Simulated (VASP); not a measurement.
## P: single point with PBE

Crystal: P.

```xyz
1
Lattice="4.1864 0.0000 0.0000 0.0000 4.1864 0.0000 0.0000 0.0000 4.2894" Properties=species:S:1:pos:R:3 pbc="T T T"
P     0.0000    0.0000    0.0000
```

```
Program             : VASP 6.6.1
Task                : single point
Functional          : PBE
Potentials or basis : VASP PAW PBE potentials, release 64 (P)
Cutoff              : 520 eV
k mesh              : 8 × 8 × 8
Occupations         : fermi-dirac, width 0.03 eV
Spin                : no spin polarisation
```

```yaml
Pressure: -4.1 GPa
Band_gap_on_the_k_mesh: zero (an odd number of electrons rules out a gap without spin polarisation)
```

Stress tensor (GPa, compression positive):
```
-4.25  0.00  0.00
 0.00 -4.25  0.00
 0.00  0.00 -3.85
```

Levels at points of the mesh, in eV from the Fermi level:
```tsv
k point	band 1	band 2	band 3	band 4	band 5
(0.00, 0.00, 0.00)	-8.80	0.49	0.61	0.61	4.81
(0.50, 0.00, 0.00)	-8.60	-0.90	0.66	0.77	6.74
(0.50, 0.50, 0.00)	-8.42	-0.58	-0.58	0.81	5.92
(0.00, 0.00, 0.50)	-8.64	-0.86	0.75	0.75	6.71
(0.50, 0.00, 0.50)	-8.45	-0.62	-0.52	0.89	5.90
(0.50, 0.50, 0.50)	-8.28	-0.35	-0.35	-0.25	6.96
```

Run time: 27 s on 1 thread of Intel Xeon 8259CL, on a shared host, peak memory 0.18 GiB.

Caveat: the cell stands under tension.
